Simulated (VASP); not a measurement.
Input of a VASP 6.6.1 run:

The input POSCAR:

```
CuO
1.0
    2.0552924100     -2.0558990100      0.1628186400
    2.0552924100      2.0558990100      0.1628186400
   -0.4030112300      0.0000000000      5.1442403000
Cu O
2 2
Direct
   -0.0057500000      0.4942500000      0.0018500000
    0.4942500000     -0.0057500000      0.5018500000
    0.4940621700      0.4944378300      0.2518500000
    0.4944378300      0.4940621700      0.7518500000
```

The input INCAR.step1:

```
  ALGO = Normal
  EDIFF = 1E-5
  ENCUT = 660
  GGA = PE
  GGA_COMPAT = F
  ISMEAR = -1
  LASPH = T
  LCHARG = F
  LREAL = F
  LWAVE = T
  NBANDS = 25
  NELM = 120
  PREC = Accurate
  SIGMA = 0.1
```

INCAR.step2

```
  ALGO = Normal
  EDIFF = 1E-6
  ENCUT = 660
  GGA_COMPAT = F
  ISIF = 2
  ISMEAR = -1
  ISTART = 1
  LASPH = T
  LCHARG = F
  LMIXTAU = T
  LREAL = F
  LWAVE = F
  METAGGA = R2SCAN
  NBANDS = 25
  NELM = 120
  PREC = Accurate
  SIGMA = 0.1
```

The input KPOINTS:

```
k-points
0
Gamma
  9 9 5
```

Potentials or basis: VASP PAW PBE potentials, release 64 (Cu, O).

Run with:

```sh
$ cat potpaw_PBE.64/Cu/POTCAR potpaw_PBE.64/O/POTCAR > POTCAR
$ cp INCAR.step1 INCAR
$ mpirun -np 1 vasp_std > vasp.out
$ cp INCAR.step2 INCAR
$ mpirun -np 1 vasp_std > vasp.out
```

(1) What does it give for the band gap on the k mesh?

(2) Estimate the pressure.

Answers

(1) zero (bands 17 and 18 overlap by 0.95 eV).

(2) -2.5 GPa.

Caveat: the PAW data sets were made with another functional, which shifts forces and pressure a little; semilocal functionals often make such compounds metallic where correlation or magnetic order opens a gap, which also shifts bond lengths.
